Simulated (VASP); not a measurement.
# Al (P6_3/mmc) in VASP: a series of runs

The runs below take Al through single point, with LDA.

All numbers are computed with VASP 6.6.1; they aren't measurements. Logs are shortened: lines on timing, memory, paths and dates and some standing lists are left out, and cuts for length are marked.

## (1) The cell of the first run

Symmetry: P6_3/mmc, No. 194, hexagonal system. The conventional cell has a = 2.730 Å, b = 2.730 Å, c = 8.869 Å, α = 90.00°, β = 90.00°, γ = 120.00°. Al (site symmetry -3m) has 12 Al at 2.72 to 2.73 Å within 3.6 Å. Al (site symmetry -6m2) has 12 Al at 2.72 to 2.73 Å within 3.6 Å.

## (2) Single point, LDA

Contents of INCAR:

```
PREC = Accurate
ENCUT = 520
EDIFF = 1E-6
ISMEAR = 1
SIGMA = 0.1
LREAL = False
LASPH = True
NELM = 80
ALGO = Normal
ISIF = 2
LWAVE = False
LCHARG = True
GGA = CA
LELF = True
LVHAR = True
NBANDS = 14
```

Contents of KPOINTS:

```
Automatic mesh
0
Gamma
  9 9 3
```

Contents of POSCAR:

```
Al
1.0
    2.7295128523      0.0000000000      0.0000000000
   -1.3647564261      2.3638274722      0.0000000000
    0.0000000000      0.0000000000      8.8689787961
Al
4
Direct
    0.0000000000      0.0000000000      0.0000000000
    0.3333333333      0.6666666667      0.2500000000
    0.0000000000      0.0000000000      0.5000000000
    0.6666666667      0.3333333333      0.7500000000
```

Potentials or basis: VASP PAW LDA potentials, release 64 (Al).

Command:

```sh
$ cat potpaw_LDA.64/Al/POTCAR > POTCAR
$ mpirun -np 1 vasp_std > vasp.out
```

OUTCAR:

```text
PREC = Accurate
   ENCUT = 520
   EDIFF = 1E-6
   ISMEAR = 1
   LREAL = False
   LASPH = True
   NELM = 80
   ISIF = 2
   GGA = CA

 ion  position               nearest neighbor table
   1  0.000  0.000  0.000-   2 2.72   4 2.72   4 2.72   2 2.72   4 2.72   2 2.72
   2  0.333  0.667  0.250-   1 2.72   3 2.72   1 2.72   3 2.72   1 2.72   3 2.72
   3  0.000  0.000  0.500-   2 2.72   4 2.72   4 2.72   2 2.72   4 2.72   2 2.72
   4  0.667  0.333  0.750-   1 2.72   3 2.72   1 2.72   3 2.72   1 2.72   3 2.72

  LATTYP: Found a hexagonal cell.
 ALAT       =     2.7295128523
 C/A-ratio  =     3.2492899928

  Lattice vectors:

 A1 = (   2.7295128523,   0.0000000000,   0.0000000000)
 A2 = (  -1.3647564261,   2.3638274722,   0.0000000000)
 A3 = (   0.0000000000,   0.0000000000,   8.8689787961)

Analysis of symmetry for initial positions (statically):
=====================================================================
 Subroutine PRICEL returns:
 Original cell was already a primitive cell.

 Routine SETGRP: Setting up the symmetry group for a
 hexagonal supercell.

 Subroutine GETGRP returns: Found 24 space group operations
 (whereof 12 operations were pure point group operations)
 out of a pool of 24 trial point group operations.

The static configuration has the point symmetry D_3d.
 The point group associated with its full space group is D_6h.

Analysis of symmetry for dynamics (positions and initial velocities):
=====================================================================
 Subroutine PRICEL returns:
 Original cell was already a primitive cell.

 Routine SETGRP: Setting up the symmetry group for a
 hexagonal supercell.

 Subroutine GETGRP returns: Found 24 space group operations
 (whereof 12 operations were pure point group operations)
 out of a pool of 24 trial point group operations.

The dynamic configuration has the point symmetry D_3d.
 The point group associated with its full space group is D_6h.

 Subroutine INISYM returns: Found 24 space group operations
 (whereof 12 operations are pure point group operations),
 and found     1 'primitive' translations

----------------------------------------------------------------------------------------

                                     Primitive cell

  volume of cell :      57.2235

  direct lattice vectors                    reciprocal lattice vectors
     2.729512852  0.000000000  0.000000000     0.366365741  0.211521359  0.000000000
    -1.364756426  2.363827472  0.000000000     0.000000000  0.423042719  0.000000000
     0.000000000  0.000000000  8.868978796     0.000000000  0.000000000  0.112752553

  length of vectors
     2.729512852  2.729512854  8.868978796     0.423042719  0.423042719  0.112752553

  position of ions in fractional coordinates (direct lattice)
     0.000000000  0.000000000  0.000000000
     0.333333333  0.666666667  0.250000000
     0.000000000  0.000000000  0.500000000
     0.666666667  0.333333333  0.750000000

  ion indices of the primitive-cell ions
   primitive index   ion index
                 1           1
                 2           2
                 3           3
                 4           4

----------------------------------------------------------------------------------------

 KPOINTS: Automatic mesh

Automatic generation of k-mesh.
 Grid dimensions read from file:
 generate k-points for:    9    9    3

 Generating k-lattice:

  Cartesian coordinates                     Fractional coordinates (reciprocal lattice)
     0.040707305  0.023502373  0.000000000     0.111111111  0.000000000  0.000000000
     0.000000000  0.047004747  0.000000000     0.000000000  0.111111111  0.000000000
     0.000000000  0.000000000  0.037584184     0.000000000  0.000000000  0.333333333

  Length of vectors
     0.047004747  0.047004747  0.037584184

  Shift w.r.t. Gamma in fractional coordinates (k-lattice)
     0.000000000  0.000000000  0.000000000

 Subroutine IBZKPT returns following result:
 ===========================================

 Found     24 irreducible k-points:

 Following reciprocal coordinates:
            Coordinates               Weight
  0.000000  0.000000  0.000000      1.000000
  0.111111 -0.000000  0.000000      6.000000
  0.222222 -0.000000  0.000000      6.000000
  0.333333 -0.000000  0.000000      6.000000
  0.444444 -0.000000  0.000000      6.000000
  0.111111  0.111111  0.000000      6.000000
[... 16 lines left out ...]
  0.333333  0.222222  0.333333     24.000000
  0.333333  0.333333  0.333333      4.000000
   k-points           NKPTS =     24   k-points in BZ     NKDIM =     24   number of bands    NBANDS=     14
   number of dos      NEDOS =    301   number of ions     NIONS =      4
   total plane-waves  NPLWV =  28000
   dimension x,y,z NGX =    20 NGY =   20 NGZ =   70
   dimension x,y,z NGXF=    40 NGYF=   40 NGZF=  140
   ions per type =               4
   NGX,Y,Z   is equivalent  to a cutoff of  12.18, 12.18, 13.12 a.u.
   NGXF,Y,Z  is equivalent  to a cutoff of  24.36, 24.36, 26.24 a.u.
 SYSTEM =  unknown system
   PREC   = accura    normal or accurate (medium, high low for compatibility)
   ISTART =      0    job   : 0-new  1-cont  2-samecut
   ICHARG =      2    charge: 1-file 2-atom 10-const
   ISPIN  =      1    spin polarized calculation?
   LNONCOLLINEAR =      F non collinear calculations
   LSORBIT =      F    spin-orbit coupling
   LASPH  =      T    aspherical Exc in radial PAW
   ENCUT  =  520.0 eV  38.22 Ry    6.18 a.u.   5.08  5.08 16.49*2*pi/ulx,y,z
   NELM   =     80;   NELMIN=  2; NELMDL= -5     # of ELM steps
   EDIFF  = 0.1E-05   stopping-criterion for ELM
   LREAL  =      F    real-space projection
   EDIFFG = 0.1E-04   stopping-criterion for IOM
   NSW    =      0    number of steps for IOM
   IBRION =     -1    ionic relax: 0-MD 1-quasi-New 2-CG
   NFREE  =      0    steps in history (QN), initial steepest desc. (CG)
   ISIF   =      2    stress and relaxation
   ISYM   =      2    0-nonsym 1-usesym 2-fastsym
   POTIM  = 0.5000    time-step for ionic-motion
   TEBEG  =    0.0;   TEEND  =   0.0 temperature during run
   PSTRESS=    0.0 pullay stress
   NELECT =      12.0000    total number of electrons
   NUPDOWN=      -1.0000    fix difference up-down
   EMIN   =  10.00;   EMAX   =-10.00  energy-range for DOS
   EFERMI =   0.00;   METHOD = LEGACY
   ISMEAR =     1;   SIGMA  =   0.10  broadening in eV -4-tet -1-fermi 0-gaus
   EFERMI_NEDOS =   21; number of points for ismear=-14 and -15
   IALGO  =     38    algorithm
   IMIX   =      4    mixing-type and parameters
     AMIX     =   0.40;   BMIX     =  1.00
     AMIX_MAG =   1.60;   BMIX_MAG =  1.00
  volume/ion in A,a.u.               =      14.31        96.54
  Fermi-wavevector in a.u.,A,eV,Ry     =   0.972621  1.837988 12.871003  0.945992
  Thomas-Fermi vector in A             =   2.102935
   LORBIT       =      0    0 simple, 1 ext, 2 COOP (PROOUT), +10 PAW based schemes
   GGA     = CA    functional components
   LHFCALC =     F    Hartree Fock is set to
   AEXX    =    0.0000 exact exchange contribution
   IVDW    =     0    specifies the selected vdW correction
   LEPSILON=     F    determine dielectric tensor
   LRPA    =     F    only Hartree local field effects (RPA)
 non-spin polarized calculation
 Methfessel and Paxton  Order N= 1 SIGMA  =   0.10
  energy-cutoff  :      520.00
  volume of cell :       57.22
 maximum number of plane-waves:      1558
   NGX = 11   NGY = 11   NGZ = 33

 number of electron      12.0000000 magnetization

 Free energy of the ion-electron system (eV)
  ---------------------------------------------------
  ext. energy  EPLUGINS =         0.00000000
  ---------------------------------------------------
  free energy    TOTEN  =       -16.50996665 eV

  energy without entropy =      -16.51053383  energy(sigma->0) =      -16.51015571

 E-fermi :   9.2255     XC(G=0): -10.8833

 val. band max:        9.1862028082   @ k =   0.3333   0.2222   0.3333
 cond. band min:       9.3010531661   @ k =   0.3333   0.3333   0.3333
 fundamental gap:      0.1148503579
 Fermi energy:         9.2254933646

 k-point     1 :       0.0000    0.0000    0.0000
  band No.  band energies     occupation
      1      -2.7656      2.00000
      2      -0.9107      2.00000
      3      -0.8975      2.00000
      4       4.2548      2.00000
      5       4.8237      2.00000
      6      13.1667      0.00000
      7      13.1859      0.00000
      8      20.9572      0.00000
      9      20.9572      0.00000
     10      21.0091      0.00000
     11      21.0091      0.00000
     12      21.9286      0.00000
     13      21.9301      0.00000
     14      22.0425      0.00000

 k-point     2 :       0.1111   -0.0000    0.0000
  band No.  band energies     occupation
      1      -2.4401      2.00000
      2      -0.5902      2.00000
      3      -0.5769      2.00000
      4       4.5524      2.00000
      5       5.1364      2.00000
      6      13.3928      0.00000
      7      13.4357      0.00000
      8      17.0093      0.00000
      9      18.4098      0.00000
     10      18.5368      0.00000
     11      18.8215      0.00000
     12      20.3341      0.00000
     13      20.3428      0.00000
     14      20.3558      0.00000
[... 343 lines left out ...]
      1       3.4643      2.00000
      2       4.0467      2.00000
      3       6.0977      2.00000
      4       6.1877      2.00000
      5       7.0810      2.00000
      6       8.0009      2.00000
      7       8.8189      2.00000
      8       9.1862      1.61151
      9      10.0017     -0.00000
     10      10.9541     -0.00000
     11      12.2551      0.00000
     12      13.2337      0.00000
     13      13.9083      0.00000
     14      15.5406      0.00000

 k-point    24 :       0.3333    0.3333    0.3333
  band No.  band energies     occupation
      1       5.8321      2.00000
      2       5.8976      2.00000
      3       5.8976      2.00000
      4       6.2989      2.00000
      5       6.4825      2.00000
      6       6.4825      2.00000
      7       8.7503      2.00000
      8       8.7503      2.00000
      9       9.3011      0.04440
     10      10.7764     -0.00000
     11      11.0743     -0.00000
     12      11.0743     -0.00000
     13      15.3304      0.00000
     14      15.3304      0.00000

------------------------ aborting loop because EDIFF is reached ----------------------------------------

  FORCE on cell =-STRESS in cart. coord.  units (eV):
  Direction    XX          YY          ZZ          XY          YZ          ZX
  --------------------------------------------------------------------------------------
  -------------------------------------------------------------------------------------
  Total        3.3213108      3.3213108      4.7022812      0.0000000      0.0000000     -0.0000000
  in kB       92.9919957     92.9919959    131.6572093      0.0000000      0.0000000     -0.0000000
  external PRESSURE =     105.8804003 kB  Pullay stress =       0.0000000 kB

 VOLUME and BASIS-vectors are now :
 -----------------------------------------------------------------------------
  energy-cutoff  :      520.00
  volume of cell :       57.22
      direct lattice vectors                 reciprocal lattice vectors
     2.729512852  0.000000000  0.000000000     0.366365741  0.211521359  0.000000000
    -1.364756426  2.363827472  0.000000000     0.000000000  0.423042719  0.000000000
     0.000000000  0.000000000  8.868978796     0.000000000  0.000000000  0.112752553

 POSITION                                       TOTAL-FORCE (eV/Angst)
 -----------------------------------------------------------------------------------
      0.00000      0.00000      0.00000         0.000000      0.000000      0.000000
     -0.00000      1.57588      2.21724        -0.000000      0.000000     -0.000000
      0.00000      0.00000      4.43449         0.000000      0.000000      0.000000
      1.36476      0.78794      6.65173         0.000000     -0.000000      0.000000
 -----------------------------------------------------------------------------------
    total drift:                               -0.000000      0.000000     -0.000000

  FREE ENERGIE OF THE ION-ELECTRON SYSTEM (eV)
  ---------------------------------------------------
  free  energy   TOTEN  =       -16.5099666516 eV

  energy  without entropy=      -16.5105338305  energy(sigma->0) =      -16.51015571
```

Wall time 29 s (1 thread of AMD EPYC 7R13, shared host); peak memory 0.12 GiB.

Results:

| Quantity | Value |
| --- | --- |
| Free energy | -16.5100 eV |
| Pressure | 10.6 GPa |
| Band gap on the k mesh | zero (band 6 reaches 13.57 eV, above the bottom of band 7 at 7.92 eV) |

Levels at points of the mesh, in eV from the Fermi level:
```csv
k point,band 1,band 2,band 3,band 4,band 5,band 6,band 7,band 8,band 9,band 10
"(0.00, 0.00, 0.00)",-11.99,-10.14,-10.12,-4.97,-4.40,3.94,3.96,11.73,11.73,11.78
```

## (3) Single point, LDA

This run uses another cell than the first one, of 14.70 Å³/atom, 1.028 times its volume.

Contents of INCAR:

```
SYSTEM = Al
PREC = Accurate
ENCUT = 520
EDIFF = 1E-6
ISMEAR = 1
SIGMA = 0.1
LREAL = .FALSE.
LASPH = .TRUE.
NELM = 60
ALGO = Normal
ISIF = 2
LWAVE = .FALSE.
LCHARG = .FALSE.
NBANDS = 14
```

Contents of KPOINTS:

```
regular mesh
0
G
  9 9 3
  0 0 0
```

Contents of POSCAR:

```
Al
1.0
    2.7545556534      0.0000000000      0.0000000000
   -1.3772778267      2.3855151742      0.0000000000
    0.0000000000      0.0000000000      8.9503501194
Al
4
Direct
    0.0000000000      0.0000000000      0.0000000000
    0.3333333333      0.6666666667      0.2500000000
    0.0000000000      0.0000000000      0.5000000000
    0.6666666667      0.3333333333      0.7500000000
```

Potentials or basis: VASP PAW LDA potentials, release 64 (Al).

Command:

```sh
$ cat potpaw_LDA.64/Al/POTCAR > POTCAR
$ mpirun -np 1 vasp_std > vasp.out
```

Run time: 27 s. Hardware: 1 thread of AMD EPYC 7R13, shared host; peak memory 0.11 GiB.

It converged, with:

```
Free energy            : -16.5979 eV
Pressure               : 7.2 GPa
Band gap on the k mesh : zero (band 6 reaches 13.21 eV, above the bottom of band 7 at 7.62 eV)
```

Stress tensor (GPa, compression positive):
```
5.94 0.00 0.00
0.00 5.94 0.00
0.00 0.00 9.71
```

Levels at points of the mesh, in eV from the Fermi level:
| k point | band 1 | band 2 | band 3 | band 4 | band 5 | band 6 | band 7 | band 8 | band 9 | band 10 |
| --- | --- | --- | --- | --- | --- | --- | --- | --- | --- | --- |
| (0.00, 0.00, 0.00) | -11.79 | -9.97 | -9.96 | -4.86 | -4.36 | 3.88 | 3.90 | 11.51 | 11.51 | 11.60 |

## (4) Single point, LDA

This run uses another cell than the first one, of 15.10 Å³/atom, 1.056 times its volume.

Contents of INCAR:

```
SYSTEM = Al
PREC = Accurate
ENCUT = 520
EDIFF = 1E-7
ISMEAR = 1
SIGMA = 0.1
LREAL = .FALSE.
LASPH = .TRUE.
NELM = 80
ALGO = Normal
ISIF = 2
LWAVE = .FALSE.
LCHARG = .TRUE.
LELF = .TRUE.
LVHAR = .TRUE.
NBANDS = 14
```

Contents of KPOINTS:

```
Automatic mesh
0
G
  9 9 3
  0 0 0
```

Contents of POSCAR:

```
Al
1.0
    2.7791512018      0.0000000000      0.0000000000
   -1.3895756009      2.4068155439      0.0000000000
    0.0000000000      0.0000000000      9.0302681884
Al
4
Direct
    0.0000000000      0.0000000000      0.0000000000
    0.3333333333      0.6666666667      0.2500000000
    0.0000000000      0.0000000000      0.5000000000
    0.6666666667      0.3333333333      0.7500000000
```

Potentials or basis: VASP PAW LDA potentials, release 64 (Al).

Command:

```sh
$ cat potpaw_LDA.64/Al/POTCAR > POTCAR
$ mpirun -np 1 vasp_std > vasp.out
```

OUTCAR:

```text
SYSTEM = Al
   PREC = Accurate
   ENCUT = 520
   EDIFF = 1E-7
   ISMEAR = 1
   LREAL = .FALSE.
   LASPH = .TRUE.
   NELM = 80
   ISIF = 2

 ion  position               nearest neighbor table
   1  0.000  0.000  0.000-   2 2.77   4 2.77   4 2.77   2 2.77   4 2.77   2 2.77
   2  0.333  0.667  0.250-   1 2.77   3 2.77   1 2.77   3 2.77   1 2.77   3 2.77
   3  0.000  0.000  0.500-   2 2.77   4 2.77   4 2.77   2 2.77   4 2.77   2 2.77
   4  0.667  0.333  0.750-   1 2.77   3 2.77   1 2.77   3 2.77   1 2.77   3 2.77

  LATTYP: Found a hexagonal cell.
 ALAT       =     2.7791512018
 C/A-ratio  =     3.2492899928
[... 606 lines left out ...]
  --------------------------------------------------------------------------------------
  -------------------------------------------------------------------------------------
  Total        1.1484361      1.1484361      2.5512372      0.0000000     -0.0000000      0.0000000
  in kB       30.4622354     30.4622355     67.6714985      0.0000000     -0.0000000      0.0000000
  external PRESSURE =      42.8653231 kB  Pullay stress =       0.0000000 kB

 VOLUME and BASIS-vectors are now :
 -----------------------------------------------------------------------------
  energy-cutoff  :      520.00
  volume of cell :       60.40
      direct lattice vectors                 reciprocal lattice vectors
     2.779151202  0.000000000  0.000000000     0.359822092  0.207743382  0.000000000
    -1.389575601  2.406815544  0.000000000     0.000000000  0.415486763  0.000000000
     0.000000000  0.000000000  9.030268188     0.000000000  0.000000000  0.110738682

 POSITION                                       TOTAL-FORCE (eV/Angst)
 -----------------------------------------------------------------------------------
      0.00000      0.00000      0.00000         0.000000      0.000000     -0.000000
     -0.00000      1.60454      2.25757        -0.000000      0.000000      0.000000
      0.00000      0.00000      4.51513         0.000000      0.000000     -0.000000
      1.38958      0.80227      6.77270         0.000000     -0.000000      0.000000
 -----------------------------------------------------------------------------------
    total drift:                               -0.000000      0.000000      0.000000

  FREE ENERGIE OF THE ION-ELECTRON SYSTEM (eV)
  ---------------------------------------------------
  free  energy   TOTEN  =       -16.6545379389 eV

  energy  without entropy=      -16.6538043635  energy(sigma->0) =      -16.65429341
```

Wall time 39 s (1 thread of AMD EPYC 7R13, shared host); peak memory 0.13 GiB.

What came out:

```
Free energy            : -16.6545 eV
Pressure               : 4.3 GPa
Band gap on the k mesh : zero (band 6 reaches 12.86 eV, above the bottom of band 7 at 7.34 eV)
```

Stress tensor (GPa, compression positive):
```
3.05 0.00 0.00
0.00 3.05 0.00
0.00 0.00 6.77
```

## (5) Overview

| cell | gap on the mesh (eV) | pressure (GPa) |
| --- | --- | --- |
| a = 2.730, b = 2.730, c = 8.869 Å, angles 90.0, 90.0, 120.0°, 4 atoms | none | 10.6 |
| a = 2.755, b = 2.755, c = 8.950 Å, angles 90.0, 90.0, 120.0°, 4 atoms | none | 7.2 |
| a = 2.779, b = 2.779, c = 9.030 Å, angles 90.0, 90.0, 120.0°, 4 atoms | none | 4.3 |

Alike in all rows: task single point; level LDA; potentials or basis VASP PAW LDA potentials, release 64 (Al); no spin polarisation; k mesh 9 × 9 × 3; cutoff (eV) 520; smearing methfessel-paxton 0.1 eV.

Absolute energies hang on the potentials; compare differences alone.
